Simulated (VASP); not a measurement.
# MoRu5 (P-62m) in VASP: single point with PBE

Aim: the single point of MoRu5 with PBE.

Program: VASP 6.6.1. These are calculated values, not measurements. Logs are shortened: lines on timing, memory, paths and dates and some standing lists are left out, and cuts for length are marked.

### 1 The cell of the first run

The structure is hexagonal, space group P-62m (No. 189). Conventional cell: a = 4.754 Å, b = 4.754 Å, c = 4.316 Å, α = 90.00°, β = 90.00°, γ = 120.00°. Within 3.5 Å of Mo (site symmetry -62m) lie 12 Ru at 2.69 to 2.74 Å. Within 3.5 Å of Ru (site symmetry -6) lie 9 Ru at 2.67 to 2.74 Å and 3 Mo at 2.74 Å. Ru (site symmetry m2m) has 10 Ru at 2.67 to 2.79 Å and 2 Mo at 2.69 Å within 3.5 Å. Within 3.5 Å of Ru (site symmetry m2m) lie 10 Ru at 2.67 to 2.79 Å and 2 Mo at 2.69 Å.

### 2 Single point, PBE

INCAR

```
SYSTEM = MoRu5
  PREC = Accurate
  ENCUT = 520
  EDIFF = 1E-6
  ISMEAR = 0
  SIGMA = 0.2
  LREAL = .False.
  LASPH = .True.
  NELM = 80
  ALGO = Fast
  ISIF = 2
  LWAVE = .False.
  LCHARG = .False.
  GGA = PE
  NBANDS = 96
```

KPOINTS

```
Automatic mesh
0
Gamma
  6 6 4
  0 0 0
```

POSCAR

```
MoRu5
1.0
    0.0000000000      0.0000000000      4.3163340000
    4.7544261098      0.0000000289      0.0000000000
   -0.0000000500      8.2349075830      0.0000000000
Mo Ru
2 10
Direct
    0.0000000000      0.0000000000      0.0000000000
    0.0000000000      0.5000000000      0.5000000000
    0.0000000000      0.0000000000      0.3333333333
    0.0000000000      0.5000000000      0.8333333333
    0.0000000000      0.5000000000      0.1666666667
    0.0000000000      1.0000000000      0.6666666667
    0.5000000000      0.3307605000      0.3307605000
    0.5000000000      0.8307605000      0.8307605000
    0.5000000000      0.8384790000      0.5000000000
    0.5000000000      0.3384790000      1.0000000000
    0.5000000000      0.8307605000      0.1692395000
    0.5000000000      0.3307605000      0.6692395000
```

Potentials or basis: VASP PAW PBE potentials, release 64 (Mo_sv, Ru_pv).

Run with:

```console
cat potpaw_PBE.64/Mo_sv/POTCAR potpaw_PBE.64/Ru_pv/POTCAR > POTCAR
mpirun -np 1 vasp_std > vasp.out
```

OUTCAR:

```text
SYSTEM = MoRu5
   PREC = Accurate
   ENCUT = 520
   EDIFF = 1E-6
   ISMEAR = 0
   LREAL = .False.
   LASPH = .True.
   NELM = 80
   ISIF = 2
   GGA = PE

 ion  position               nearest neighbor table
   1  0.000  0.000  0.000-  11 2.69  11 2.69  10 2.69  10 2.69   8 2.69   8 2.69   3 2.74   6 2.74
                             5 2.74   4 2.74   5 2.74   4 2.74
   2  0.000  0.500  0.500-  12 2.69  12 2.69   9 2.69   9 2.69   7 2.69   7 2.69   4 2.74   5 2.74
                             6 2.74   3 2.74   6 2.74   3 2.74
   3  0.000  0.000  0.333-  11 2.67  11 2.67   7 2.67   7 2.67   9 2.67   9 2.67   5 2.74   1 2.74
                             5 2.74   2 2.74   2 2.74   6 2.74
   4  0.000  0.500  0.833-  12 2.67  12 2.67   8 2.67   8 2.67  10 2.67  10 2.67   6 2.74   2 2.74
                             6 2.74   1 2.74   1 2.74   5 2.74
   5  0.000  0.500  0.167-   7 2.67   7 2.67  11 2.67  11 2.67  10 2.67  10 2.67   3 2.74   2 2.74
                             3 2.74   1 2.74   1 2.74   4 2.74
   6  0.000  0.000  0.667-   8 2.67   8 2.67  12 2.67  12 2.67   9 2.67   9 2.67   4 2.74   1 2.74
                             4 2.74   2 2.74   2 2.74   3 2.74
   7  0.500  0.331  0.331-   5 2.67   5 2.67   3 2.67   3 2.67   2 2.69   2 2.69   9 2.72  11 2.72
                            10 2.72  11 2.72  12 2.79   9 2.79
   8  0.500  0.831  0.831-   6 2.67   6 2.67   4 2.67   4 2.67   1 2.69   1 2.69  10 2.72  12 2.72
                             9 2.72  12 2.72  11 2.79  10 2.79
   9  0.500  0.838  0.500-   3 2.67   3 2.67   6 2.67   6 2.67   2 2.69   2 2.69   7 2.72   8 2.72
                            11 2.72  12 2.72  12 2.79   7 2.79
  10  0.500  0.338  0.000-   4 2.67   4 2.67   5 2.67   5 2.67   1 2.69   1 2.69   8 2.72   7 2.72
                            12 2.72  11 2.72  11 2.79   8 2.79
  11  0.500  0.831  0.169-   3 2.67   3 2.67   5 2.67   5 2.67   1 2.69   1 2.69   7 2.72   9 2.72
                             7 2.72  10 2.72  10 2.79   8 2.79
  12  0.500  0.331  0.669-   4 2.67   4 2.67   6 2.67   6 2.67   2 2.69   2 2.69   8 2.72  10 2.72
                             8 2.72   9 2.72   9 2.79   7 2.79

  LATTYP: Found a simple orthorhombic cell.
 ALAT       =     4.3163340000
 B/A-ratio  =     1.1014963415
 C/A-ratio  =     1.9078476279

  Lattice vectors:

 A1 = (   0.0000000000,   0.0000000000,   4.3163340000)
 A2 = (   4.7544261098,   0.0000000289,   0.0000000000)
 A3 = (  -0.0000000500,   8.2349075830,   0.0000000000)

Analysis of symmetry for initial positions (statically):
=====================================================================
 Subroutine PRICEL returns following result:

  LATTYP: Found a hexagonal cell.
 ALAT       =     4.7544261098
 C/A-ratio  =     0.9078559431

  Lattice vectors:

 A1 = (  -4.7544261098,  -0.0000000289,   0.0000000000)
 A2 = (   2.3772130799,  -4.1174537770,   0.0000000000)
 A3 = (   0.0000000000,   0.0000000000,   4.3163340000)

   2 primitive cells build up your supercell.

 Routine SETGRP: Setting up the symmetry group for a
 simple orthorhombic supercell.

 Subroutine GETGRP returns: Found  4 space group operations
 (whereof  4 operations were pure point group operations)
 out of a pool of  8 trial point group operations.

The static configuration has the point symmetry C_2v.

Analysis of symmetry for dynamics (positions and initial velocities):
=====================================================================
 Subroutine PRICEL returns following result:

  LATTYP: Found a hexagonal cell.
 ALAT       =     4.7544261098
 C/A-ratio  =     0.9078559431

  Lattice vectors:

 A1 = (  -4.7544261098,  -0.0000000289,   0.0000000000)
 A2 = (   2.3772130799,  -4.1174537770,   0.0000000000)
 A3 = (   0.0000000000,   0.0000000000,   4.3163340000)

   2 primitive cells build up your supercell.

 Routine SETGRP: Setting up the symmetry group for a
 simple orthorhombic supercell.

 Subroutine GETGRP returns: Found  4 space group operations
 (whereof  4 operations were pure point group operations)
 out of a pool of  8 trial point group operations.

The dynamic configuration has the point symmetry C_2v.

 Subroutine INISYM returns: Found  4 space group operations
 (whereof  4 operations are pure point group operations),
 and found     2 'primitive' translations

----------------------------------------------------------------------------------------

                                     Primitive cell

  volume of cell :      84.4971

  direct lattice vectors                    reciprocal lattice vectors
    -4.754426110 -0.000000029  0.000000000    -0.210330327 -0.121434272  0.000000000
     2.377213080 -4.117453777  0.000000000     0.000000001 -0.242868542  0.000000000
     0.000000000  0.000000000  4.316334000     0.000000000  0.000000000  0.231678086

  length of vectors
     4.754426110  4.754426110  4.316334000     0.242868542  0.242868542  0.231678086

  position of ions in fractional coordinates (direct lattice)
     0.000000000  0.000000000  0.000000000
     0.666666667  0.333333333  0.000000000
     0.333333333  0.666666667  0.000000000
     0.338479000  0.338479000  0.500000000
     0.661521000  1.000000000  0.500000000
     0.000000000  0.661521000  0.500000000

  ion indices of the primitive-cell ions
   primitive index   ion index
                 1           1
                 2           3
                 3           6
                 4           8
                 5          10
                 6          11

----------------------------------------------------------------------------------------

 KPOINTS: Automatic mesh

Automatic generation of k-mesh.
 Grid dimensions read from file:
 generate k-points for:    6    6    4

 Generating k-lattice:

  Cartesian coordinates                     Fractional coordinates (reciprocal lattice)
     0.000000000  0.000000000  0.038613014     0.166666667  0.000000000  0.000000000
     0.035055055  0.000000000  0.000000000     0.000000000  0.166666667  0.000000000
    -0.000000000  0.030358568  0.000000000     0.000000000 -0.000000000  0.250000000

  Length of vectors
     0.038613014  0.035055055  0.030358568

  Shift w.r.t. Gamma in fractional coordinates (k-lattice)
     0.000000000  0.000000000  0.000000000

 Subroutine IBZKPT returns following result:
 ===========================================

 Found     48 irreducible k-points:

 Following reciprocal coordinates:
            Coordinates               Weight
  0.000000  0.000000  0.000000      1.000000
  0.166667  0.000000  0.000000      2.000000
  0.333333  0.000000  0.000000      2.000000
  0.500000  0.000000  0.000000      1.000000
  0.000000  0.166667  0.000000      2.000000
  0.166667  0.166667  0.000000      4.000000
[... 16 lines left out ...]
  0.333333  0.166667  0.250000      8.000000
  0.500000  0.166667  0.250000      4.000000
 [... further k-points ...]
   k-points           NKPTS =     48   k-points in BZ     NKDIM =     48   number of bands    NBANDS=     96
   number of dos      NEDOS =    301   number of ions     NIONS =     12
   total plane-waves  NPLWV =  73728
   dimension x,y,z NGX =    32 NGY =   36 NGZ =   64
   dimension x,y,z NGXF=    64 NGYF=   72 NGZF=  128
   ions per type =               2  10
   NGX,Y,Z   is equivalent  to a cutoff of  12.32, 12.59, 12.92 a.u.
   NGXF,Y,Z  is equivalent  to a cutoff of  24.65, 25.18, 25.84 a.u.
 SYSTEM =  MoRu5
   PREC   = accura    normal or accurate (medium, high low for compatibility)
   ISTART =      0    job   : 0-new  1-cont  2-samecut
   ICHARG =      2    charge: 1-file 2-atom 10-const
   ISPIN  =      1    spin polarized calculation?
   LNONCOLLINEAR =      F non collinear calculations
   LSORBIT =      F    spin-orbit coupling
   LASPH  =      T    aspherical Exc in radial PAW
   ENCUT  =  520.0 eV  38.22 Ry    6.18 a.u.   8.03  8.84 15.31*2*pi/ulx,y,z
   NELM   =     80;   NELMIN=  2; NELMDL= -5     # of ELM steps
   EDIFF  = 0.1E-05   stopping-criterion for ELM
   LREAL  =      F    real-space projection
   EDIFFG = 0.1E-04   stopping-criterion for IOM
   NSW    =      0    number of steps for IOM
   IBRION =     -1    ionic relax: 0-MD 1-quasi-New 2-CG
   NFREE  =      0    steps in history (QN), initial steepest desc. (CG)
   ISIF   =      2    stress and relaxation
   ISYM   =      2    0-nonsym 1-usesym 2-fastsym
   POTIM  = 0.5000    time-step for ionic-motion
   TEBEG  =    0.0;   TEEND  =   0.0 temperature during run
   PSTRESS=    0.0 pullay stress
   NELECT =     168.0000    total number of electrons
   NUPDOWN=      -1.0000    fix difference up-down
   EMIN   =  10.00;   EMAX   =-10.00  energy-range for DOS
   EFERMI =   0.00;   METHOD = LEGACY
   ISMEAR =     0;   SIGMA  =   0.20  broadening in eV -4-tet -1-fermi 0-gaus
   EFERMI_NEDOS =   21; number of points for ismear=-14 and -15
   IALGO  =     68    algorithm
   IMIX   =      4    mixing-type and parameters
     AMIX     =   0.40;   BMIX     =  1.00
     AMIX_MAG =   1.60;   BMIX_MAG =  1.00
  volume/ion in A,a.u.               =      14.08        95.04
  Fermi-wavevector in a.u.,A,eV,Ry     =   1.633882  3.087589 36.321701  2.669570
  Thomas-Fermi vector in A             =   2.725613
   LORBIT       =      0    0 simple, 1 ext, 2 COOP (PROOUT), +10 PAW based schemes
   GGA     = PE    functional components
   LHFCALC =     F    Hartree Fock is set to
   AEXX    =    0.0000 exact exchange contribution
   IVDW    =     0    specifies the selected vdW correction
   LEPSILON=     F    determine dielectric tensor
   LRPA    =     F    only Hartree local field effects (RPA)
 non-spin polarized calculation
 RMM-DIIS sequential band-by-band and
 Gauss-broadening in eV      SIGMA  =   0.20
  energy-cutoff  :      520.00
  volume of cell :      168.99
 maximum number of plane-waves:      4580
   NGX = 17   NGY = 17   NGZ = 31

 number of electron     168.0000028 magnetization

 Free energy of the ion-electron system (eV)
  ---------------------------------------------------
  ext. energy  EPLUGINS =         0.00000000
  ---------------------------------------------------
  free energy    TOTEN  =      -114.68609226 eV

  energy without entropy =     -114.49475162  energy(sigma->0) =     -114.59042194

 E-fermi :  12.4167     XC(G=0): -13.9078

 val. band max:       12.4140974416   @ k =   0.1667  -0.0000   0.2500
 cond. band min:      12.4250751326   @ k =   0.1667   0.5000   0.0000
 fundamental gap:      0.0109776910
 Fermi energy:        12.4167090988

 k-point     1 :       0.0000    0.0000    0.0000
  band No.  band energies     occupation
      1     -48.4758      2.00000
      2     -48.4751      2.00000
      3     -30.8649      2.00000
      4     -30.7392      2.00000
      5     -30.7292      2.00000
      6     -30.6204      2.00000
[... 88 lines left out ...]
     95      14.1577      0.00000
     96      14.3414      0.00000

 k-point     2 :       0.1667    0.0000    0.0000
  band No.  band energies     occupation
      1     -48.4759      2.00000
      2     -48.4752      2.00000
      3     -30.8155      2.00000
      4     -30.7843      2.00000
      5     -30.7295      2.00000
      6     -30.6535      2.00000
[... 2167 lines left out ...]
     95      14.1125      0.00000
     96      14.3056      0.00000

 k-point    24 :       0.5000    0.1667    0.2500
  band No.  band energies     occupation
      1     -48.4762      2.00000
      2     -48.4758      2.00000
      3     -30.8208      2.00000
      4     -30.8187      2.00000
      5     -30.7053      2.00000
      6     -30.6987      2.00000
[... 88 lines left out ...]
     95      14.2345      0.00000
     96      14.3117      0.00000

 [... further k-points ...]

------------------------ aborting loop because EDIFF is reached ----------------------------------------

  FORCE on cell =-STRESS in cart. coord.  units (eV):
  Direction    XX          YY          ZZ          XY          YZ          ZX
  --------------------------------------------------------------------------------------
  -------------------------------------------------------------------------------------
  Total       -0.4109711     -0.1942944      1.2378437     -0.0000000      0.0000000      0.0000000
  in kB       -3.8962786     -1.8420399     11.7355792     -0.0000000      0.0000000      0.0000000
  external PRESSURE =       1.9990869 kB  Pullay stress =       0.0000000 kB

 VOLUME and BASIS-vectors are now :
 -----------------------------------------------------------------------------
  energy-cutoff  :      520.00
  volume of cell :      168.99
      direct lattice vectors                 reciprocal lattice vectors
     0.000000000  0.000000000  4.316334000     0.000000000  0.000000000  0.231678086
     4.754426110  0.000000029  0.000000000     0.210330327  0.000000001  0.000000000
    -0.000000050  8.234907583  0.000000000    -0.000000001  0.121434271  0.000000000

 POSITION                                       TOTAL-FORCE (eV/Angst)
 -----------------------------------------------------------------------------------
      0.00000      0.00000      0.00000         0.006942      0.000000     -0.000000
      2.37721      4.11745      0.00000         0.006942      0.000000     -0.000000
     -0.00000      2.74497      0.00000         0.003821     -0.008930     -0.000000
      2.37721      6.86242      0.00000         0.003821     -0.008930     -0.000000
      2.37721      1.37248      0.00000         0.003821      0.008930     -0.000000
     -0.00000      5.48994      0.00000         0.003821      0.008930     -0.000000
      1.57258      2.72378      2.15817        -0.008597     -0.002252      0.000000
      3.94979      6.84124      2.15817        -0.008597     -0.002252     -0.000000
      3.98649      4.11745      2.15817         0.002610      0.000000      0.000000
      1.60927      0.00000      2.15817         0.002610      0.000000      0.000000
      3.94979      1.39367      2.15817        -0.008597      0.002252     -0.000000
      1.57258      5.51113      2.15817        -0.008597      0.002252      0.000000
 -----------------------------------------------------------------------------------
    total drift:                                0.000285     -0.000002      0.000000

  FREE ENERGIE OF THE ION-ELECTRON SYSTEM (eV)
  ---------------------------------------------------
  free  energy   TOTEN  =      -114.6860922633 eV

  energy  without entropy=     -114.4947516240  energy(sigma->0) =     -114.59042194
```

Run time: 10 min. Hardware: 1 thread of AMD EPYC 9R45 (Zen 5), shared host; peak memory 0.58 GiB.

What came out:

| Quantity | Value |
| --- | --- |
| Free energy | -114.6861 eV |
| Pressure | 0.2 GPa |
| Largest force | 0.010 eV/Å |
| Band gap on the k mesh | zero (band 84 reaches 13.01 eV, above the bottom of band 85 at 11.78 eV) |

Forces in eV/Å, atoms in the order of the input:
```
Mo   0.007  0.000  0.000
Mo   0.007  0.000  0.000
Ru   0.004 -0.009  0.000
Ru   0.004 -0.009  0.000
Ru   0.004  0.009  0.000
Ru   0.004  0.009  0.000
Ru  -0.009 -0.002  0.000
Ru  -0.009 -0.002  0.000
Ru   0.003  0.000  0.000
Ru   0.003  0.000  0.000
Ru  -0.009  0.002  0.000
Ru  -0.009  0.002  0.000
```

Levels at points of the mesh, in eV from the Fermi level:
| k point | band 81 | band 82 | band 83 | band 84 | band 85 | band 86 | band 87 | band 88 |
| --- | --- | --- | --- | --- | --- | --- | --- | --- |
| (0.00, 0.00, 0.00) | -0.72 | -0.56 | -0.56 | -0.05 | -0.03 | 0.34 | 0.79 | 1.05 |
| (0.50, 0.00, 0.00) | -0.67 | -0.62 | -0.62 | -0.45 | 0.59 | 0.85 | 0.85 | 0.97 |
| (0.00, 0.50, 0.00) | -0.61 | -0.61 | -0.19 | -0.19 | 0.06 | 0.06 | 0.65 | 0.65 |
| (0.50, 0.50, 0.00) | -0.53 | -0.53 | -0.45 | -0.45 | -0.01 | -0.01 | 0.83 | 0.83 |
| (0.00, 0.00, 0.50) | -0.92 | -0.92 | -0.66 | -0.66 | -0.47 | -0.47 | 0.50 | 0.50 |
| (0.50, 0.00, 0.50) | -0.96 | -0.96 | -0.23 | -0.23 | 0.16 | 0.16 | 0.77 | 0.77 |
| (0.00, 0.50, 0.50) | -0.72 | -0.72 | -0.05 | -0.05 | -0.03 | -0.03 | 0.35 | 0.35 |
| (0.50, 0.50, 0.50) | -0.45 | -0.45 | 0.59 | 0.59 | 0.97 | 0.97 | 1.08 | 1.08 |
